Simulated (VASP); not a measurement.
# SiC (R3m) in VASP: further runs, part 2 of 3

VASP 6.6.1.

**3. Single point, PBEsol (strained cell)**

Contents of INCAR:

```
PREC = Accurate
ENCUT = 600
EDIFF = 1E-6
ISMEAR = 0
SIGMA = 0.02
LREAL = F
LASPH = T
NELM = 120
ALGO = Normal
ISIF = 2
LWAVE = F
LCHARG = F
GGA = PS
NBANDS = 11
GGA_COMPAT = F
```

Contents of KPOINTS:

```
regular mesh
0
Gamma
  9 9 9
```

Contents of POSCAR:

```
SiC
1.0
    0.0348548829      2.1806086133      2.1806086133
    2.1806086133      0.0348548829      2.1806086133
    2.1806086133      2.1806086133      0.0348548829
Si C
1 1
Direct
    0.0008479889      0.0008479889      0.0008479889
    0.2491520111      0.2491520111      0.2491520111
```

Potentials or basis: VASP PAW PBE potentials, release 64 (Si, C).

On the command line:

```console
> cat potpaw_PBE.64/Si/POTCAR potpaw_PBE.64/C/POTCAR > POTCAR
> mpirun -np 1 vasp_std > vasp.out
```

OUTCAR:

```text
PREC = Accurate
   ENCUT = 600
   EDIFF = 1E-6
   ISMEAR = 0
   LREAL = F
   LASPH = T
   NELM = 120
   ISIF = 2
   GGA = PS

 ion  position               nearest neighbor table
   1  0.001  0.001  0.001-   2 1.87   2 1.87   2 1.87   2 1.89
   2  0.249  0.249  0.249-   1 1.87   1 1.87   1 1.87   1 1.89

  LATTYP: Found a trigonal (rhomboedric) cell.
 ALAT       =     3.0840432409
 COS(alpha) =     0.5159181103

  Lattice vectors:

 A1 = (   0.0348548829,   2.1806086133,   2.1806086133)
 A2 = (   2.1806086133,   0.0348548829,   2.1806086133)
 A3 = (   2.1806086133,   2.1806086133,   0.0348548829)

Analysis of symmetry for initial positions (statically):
=====================================================================
 Subroutine PRICEL returns:
 Original cell was already a primitive cell.

 Routine SETGRP: Setting up the symmetry group for a
 trigonal (rhombohedral) supercell.

 Subroutine GETGRP returns: Found  6 space group operations
 (whereof  6 operations were pure point group operations)
 out of a pool of 12 trial point group operations.

The static configuration has the point symmetry C_3v.

Analysis of symmetry for dynamics (positions and initial velocities):
=====================================================================
 Subroutine PRICEL returns:
 Original cell was already a primitive cell.

 Routine SETGRP: Setting up the symmetry group for a
 trigonal (rhombohedral) supercell.

 Subroutine GETGRP returns: Found  6 space group operations
 (whereof  6 operations were pure point group operations)
 out of a pool of 12 trial point group operations.

The dynamic configuration has the point symmetry C_3v.

 Subroutine INISYM returns: Found  6 space group operations
 (whereof  6 operations are pure point group operations),
 and found     1 'primitive' translations

----------------------------------------------------------------------------------------

                                     Primitive cell

  volume of cell :      20.2407

  direct lattice vectors                    reciprocal lattice vectors
     0.034854883  2.180608613  2.180608613    -0.234865872  0.231170834  0.231170834
     2.180608613  0.034854883  2.180608613     0.231170834 -0.234865872  0.231170834
     2.180608613  2.180608613  0.034854883     0.231170834  0.231170834 -0.234865872

  length of vectors
     3.084043241  3.084043241  3.084043241     0.402544267  0.402544267  0.402544267

  position of ions in fractional coordinates (direct lattice)
     0.000847989  0.000847989  0.000847989
     0.249152011  0.249152011  0.249152011

  ion indices of the primitive-cell ions
   primitive index   ion index
                 1           1
                 2           2

----------------------------------------------------------------------------------------

 KPOINTS: regular mesh

Automatic generation of k-mesh.
 Grid dimensions read from file:
 generate k-points for:    9    9    9

 Generating k-lattice:

  Cartesian coordinates                     Fractional coordinates (reciprocal lattice)
[... 22 lines left out ...]
  0.111111  0.111111  0.000000      6.000000
[... 16 lines left out ...]
 -0.333333  0.333333  0.000000      6.000000
  0.444444  0.444444  0.000000      6.000000
 [... further k-points ...]
   k-points           NKPTS =     85   k-points in BZ     NKDIM =     85   number of bands    NBANDS=     11
   number of dos      NEDOS =    301   number of ions     NIONS =      2
   total plane-waves  NPLWV =  21952
   dimension x,y,z NGX =    28 NGY =   28 NGZ =   28
   dimension x,y,z NGXF=    56 NGYF=   56 NGZF=   56
   ions per type =               1   1
   NGX,Y,Z   is equivalent  to a cutoff of  15.09, 15.09, 15.09 a.u.
   NGXF,Y,Z  is equivalent  to a cutoff of  30.19, 30.19, 30.19 a.u.
 SYSTEM =  unknown system
   PREC   = accura    normal or accurate (medium, high low for compatibility)
   ISTART =      0    job   : 0-new  1-cont  2-samecut
   ICHARG =      2    charge: 1-file 2-atom 10-const
   ISPIN  =      1    spin polarized calculation?
   LNONCOLLINEAR =      F non collinear calculations
   LSORBIT =      F    spin-orbit coupling
   LASPH  =      T    aspherical Exc in radial PAW
   ENCUT  =  600.0 eV  44.10 Ry    6.64 a.u.   6.16  6.16  6.16*2*pi/ulx,y,z
   NELM   =    120;   NELMIN=  2; NELMDL= -5     # of ELM steps
   EDIFF  = 0.1E-05   stopping-criterion for ELM
   LREAL  =      F    real-space projection
   EDIFFG = 0.1E-04   stopping-criterion for IOM
   NSW    =      0    number of steps for IOM
   IBRION =     -1    ionic relax: 0-MD 1-quasi-New 2-CG
   NFREE  =      0    steps in history (QN), initial steepest desc. (CG)
   ISIF   =      2    stress and relaxation
   ISYM   =      2    0-nonsym 1-usesym 2-fastsym
   POTIM  = 0.5000    time-step for ionic-motion
   TEBEG  =    0.0;   TEEND  =   0.0 temperature during run
   PSTRESS=    0.0 pullay stress
   NELECT =       8.0000    total number of electrons
   NUPDOWN=      -1.0000    fix difference up-down
   EMIN   =  10.00;   EMAX   =-10.00  energy-range for DOS
   EFERMI =   0.00;   METHOD = LEGACY
   ISMEAR =     0;   SIGMA  =   0.02  broadening in eV -4-tet -1-fermi 0-gaus
   EFERMI_NEDOS =   21; number of points for ismear=-14 and -15
   IALGO  =     38    algorithm
   IMIX   =      4    mixing-type and parameters
     AMIX     =   0.40;   BMIX     =  1.00
     AMIX_MAG =   1.60;   BMIX_MAG =  1.00
  volume/ion in A,a.u.               =      10.12        68.30
  Fermi-wavevector in a.u.,A,eV,Ry     =   1.201425  2.270364 19.638947  1.443422
  Thomas-Fermi vector in A             =   2.337234
   LORBIT       =      0    0 simple, 1 ext, 2 COOP (PROOUT), +10 PAW based schemes
   GGA     = PS    functional components
   LHFCALC =     F    Hartree Fock is set to
   AEXX    =    0.0000 exact exchange contribution
   IVDW    =     0    specifies the selected vdW correction
   LEPSILON=     F    determine dielectric tensor
   LRPA    =     F    only Hartree local field effects (RPA)
 non-spin polarized calculation
 Gauss-broadening in eV      SIGMA  =   0.02
  energy-cutoff  :      600.00
  volume of cell :       20.24
 maximum number of plane-waves:       686
 NGX is ok and might be reduce to    28
   NGX = 13   NGY = 13   NGZ = 13

 number of electron       8.0000000 magnetization

 Free energy of the ion-electron system (eV)
  ---------------------------------------------------
  ext. energy  EPLUGINS =         0.00000000
  ---------------------------------------------------
  free energy    TOTEN  =       -15.89578357 eV

  energy without entropy =      -15.89578357  energy(sigma->0) =      -15.89578357

 E-fermi :   8.5467     XC(G=0): -11.6003

 val. band max:        8.3958799411   @ k =   0.0000   0.0000   0.0000
 cond. band min:       9.6553880300   @ k =   0.4444   0.4444   0.0000
 fundamental gap:      1.2595080889
 Fermi energy:         8.5466524835

 k-point     1 :       0.0000    0.0000    0.0000
  band No.  band energies     occupation
      1      -7.2932      2.00000
      2       8.1316      2.00000
      3       8.3959      2.00000
      4       8.3959      2.00000
      5      14.5153      0.00000
      6      15.5948      0.00000
      7      15.8812      0.00000
      8      15.8812      0.00000
      9      22.8952      0.00000
     10      22.8952      0.00000
     11      24.9049      0.00000
[... 309 lines left out ...]
 k-point    24 :       0.4444    0.4444    0.0000
  band No.  band energies     occupation
      1      -2.6099      2.00000
      2       0.9551      2.00000
      3       4.9783      2.00000
      4       5.2699      2.00000
      5       9.6554      0.00000
      6      12.6976      0.00000
      7      22.1671      0.00000
      8      22.2214      0.00000
      9      23.1509      0.00000
     10      28.1366      0.00000
     11      30.7720      0.00000

 [... further k-points ...]

------------------------ aborting loop because EDIFF is reached ----------------------------------------

  FORCE on cell =-STRESS in cart. coord.  units (eV):
  Direction    XX          YY          ZZ          XY          YZ          ZX
  --------------------------------------------------------------------------------------
  -------------------------------------------------------------------------------------
  Total        0.6567539      0.6567539      0.6567539     -0.5176394     -0.5176394     -0.5176394
  in kB       51.9862697     51.9862697     51.9862697    -40.9744704    -40.9744704    -40.9744704
  external PRESSURE =      51.9862697 kB  Pullay stress =       0.0000000 kB

 VOLUME and BASIS-vectors are now :
 -----------------------------------------------------------------------------
  energy-cutoff  :      600.00
  volume of cell :       20.24
      direct lattice vectors                 reciprocal lattice vectors
     0.034854883  2.180608613  2.180608613    -0.234865872  0.231170834  0.231170834
     2.180608613  0.034854883  2.180608613     0.231170834 -0.234865872  0.231170834
     2.180608613  2.180608613  0.034854883     0.231170834  0.231170834 -0.234865872

 POSITION                                       TOTAL-FORCE (eV/Angst)
 -----------------------------------------------------------------------------------
      0.00373      0.00373      0.00373        -0.000467     -0.000467     -0.000467
      1.09529      1.09529      1.09529         0.000467      0.000467      0.000467
 -----------------------------------------------------------------------------------
    total drift:                                0.000007      0.000007      0.000007

  FREE ENERGIE OF THE ION-ELECTRON SYSTEM (eV)
  ---------------------------------------------------
  free  energy   TOTEN  =       -15.8957835743 eV

  energy  without entropy=      -15.8957835743  energy(sigma->0) =      -15.89578357
```

OSZICAR:

```text
N       E                     dE             d eps       ncg     rms          rms(c)
DAV:   1     0.465400165808E+01    0.46540E+01   -0.43688E+03  1942   0.698E+02
DAV:   2    -0.170756043739E+02   -0.21730E+02   -0.20585E+02  2289   0.116E+02
DAV:   3    -0.177553882843E+02   -0.67978E+00   -0.67860E+00  2312   0.172E+01
DAV:   4    -0.177578964151E+02   -0.25081E-02   -0.25080E-02  2133   0.132E+00
DAV:   5    -0.177579075082E+02   -0.11093E-04   -0.11093E-04  2289   0.816E-02    0.897E+00
DAV:   6    -0.159826540271E+02    0.17753E+01   -0.60962E+00  2095   0.111E+01    0.404E+00
DAV:   7    -0.159105470660E+02    0.72107E-01   -0.40108E-01  2245   0.356E+00    0.180E+00
DAV:   8    -0.158959554750E+02    0.14592E-01   -0.21540E-02  2149   0.938E-01    0.166E-01
DAV:   9    -0.158957411178E+02    0.21436E-03   -0.17005E-03  2290   0.223E-01    0.110E-01
DAV:  10    -0.158957829431E+02   -0.41825E-04   -0.12086E-04  2110   0.702E-02    0.260E-02
DAV:  11    -0.158957834105E+02   -0.46739E-06   -0.10125E-05  2259   0.184E-02    0.551E-03
DAV:  12    -0.158957835743E+02   -0.16385E-06   -0.63288E-07  1238   0.498E-03
   1 F= -.15895784E+02 E0= -.15895784E+02  d E =-.644780E-29
```

stdout:

```text
POSCAR found type information on POSCAR SiC
 POSCAR found :  2 types and       2 ions
 scaLAPACK will be used
 -----------------------------------------------------------------------------
|                                                                             |
|                                                                             |
|     You enforced a specific xc type in the INCAR file but a different       |
|     I HOPE YOU KNOW WHAT YOU ARE DOING!                                     |
|                                                                             |
 -----------------------------------------------------------------------------

 LDA part: xc-table for (Slater+PW92), standard interpolation
 POSCAR, INCAR and KPOINTS ok, starting setup
 FFT: planning ... GRIDC
 FFT: planning ... GRID_SOFT
 FFT: planning ... GRID
 WAVECAR not read
 entering main loop
```

Wall time 34 s (1 thread of Intel Xeon 8259CL, shared host); peak memory 0.16 GiB.

What came out:

| Property | Result |
| --- | --- |
| Free energy | -15.8958 eV |
| Pressure | 5.2 GPa |
| Band gap on the k mesh | 1.26 eV (least direct gap 4.39 eV) |

Stress tensor (GPa, compression positive):
```
 5.20 -4.10 -4.10
-4.10  5.20 -4.10
-4.10 -4.10  5.20
```

Caveat: the cell differs from its parent crystal (strained cell); the cell stands under pressure; the PAW data sets were made with another functional, which shifts forces and pressure a little; an odd mesh through Γ misses points on the zone boundary, where band edges can lie.

**4. Single point, PBEsol (strained cell)**

Contents of INCAR:

```
  PREC = Accurate
  ENCUT = 600
  EDIFF = 1E-6
  ISMEAR = 0
  SIGMA = 0.02
  LREAL = F
  LASPH = T
  NELM = 120
  ALGO = Normal
  ISIF = 2
  LWAVE = F
  LCHARG = T
  GGA = PS
  LELF = T
  LVHAR = T
  NBANDS = 11
  GGA_COMPAT = F
```

KPOINTS is that of step 3.

Contents of POSCAR:

```
SiC
1.0
    0.0269878430      2.1727415734      2.1727415734
    2.1727415734      0.0269878430      2.1727415734
    2.1727415734      2.1727415734      0.0269878430
Si C
1 1
Direct
    0.0006788474      0.0006788474      0.0006788474
    0.2493211526      0.2493211526      0.2493211526
```

On the command line:

```console
> cat potpaw_PBE.64/Si/POTCAR potpaw_PBE.64/C/POTCAR > POTCAR
> mpirun -np 1 vasp_std > vasp.out
```

Wall time 33 s (1 thread of Intel Xeon 8259CL, shared host); peak memory 0.16 GiB.

The run converged. Its results:

* Free energy: -15.8967 eV
* Pressure: 6.5 GPa
* Band gap on the k mesh: 1.28 eV (least direct gap 4.43 eV)

Stress tensor (GPa, compression positive):
```
 6.50 -3.20 -3.20
-3.20  6.50 -3.20
-3.20 -3.20  6.50
```

Levels at points of the mesh, in eV from the valence-band top:
| k point | band 1 | band 2 | band 3 | band 4 | band 5 | band 6 | band 7 | band 8 |
| --- | --- | --- | --- | --- | --- | --- | --- | --- |
| (0.00, 0.00, 0.00) | -15.71 | -0.21 | 0.00 | 0.00 | 6.29 | 7.24 | 7.50 | 7.50 |

Caveat: the cell differs from its parent crystal (strained cell); the cell stands under pressure; the PAW data sets were made with another functional, which shifts forces and pressure a little; an odd mesh through Γ misses points on the zone boundary, where band edges can lie.

[end of part 2 of 3]
